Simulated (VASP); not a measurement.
**CuI: single point with PBE**

CuI:

```
CELL_PARAMETERS angstrom
0.00000 3.14822 2.90506
2.90506 0.00000 2.90506
2.90506 3.14822 0.00000
ATOMIC_POSITIONS crystal
Cu 0.75000 0.75000 0.75000
I 0.00000 0.00000 0.00000
```

This cell differs from its parent crystal: volume 26.569 Å^3 an atom, c/a of the conventional cell 1.0837.

* Program: VASP 6.6.1
* Task: single point
* Functional: PBE
* Potentials or basis: VASP PAW PBE potentials, release 64 (Cu, I)
* Cutoff: 520 eV
* k mesh: 8 × 8 × 8
* Occupations: gaussian, width 0.05 eV
* Spin: no spin polarisation
* Dipole correction: no
* Further INCAR settings: ALGO = Normal; EDIFF = 1e-06; NBANDS = 16

The pressure is 2.4 GPa. The band gap on the k mesh is 1.21 eV, direct.

Stress tensor (GPa, compression positive):
```
2.92 0.00 0.00
0.00 1.39 0.00
0.00 0.00 2.92
```

Levels at points of the mesh, in eV from the valence-band top:
```
           k point  band 6  band 7  band 8  band 9  band 10  band 11  band 12  band 13
(0.00, 0.00, 0.00)   -2.05   -0.18    0.00    0.00     1.21     4.73     4.87     4.87
(0.50, 0.00, 0.00)   -2.06   -1.99   -0.91   -0.74     2.09     5.14     5.65     7.47
(0.50, 0.50, 0.00)   -2.05   -1.93   -1.77   -1.63     2.47     2.66     9.46     9.60
(0.50, 0.00, 0.50)   -2.08   -1.98   -1.69   -1.69     2.84     3.24     9.00    10.00
```

It took 20 s on 1 thread of AMD EPYC 9R45 96-Core Processor (Zen 5) (shared host), peak memory 0.18 GiB.

Caveat: spin-orbit coupling is left out, which moves the levels of the heavy elements.
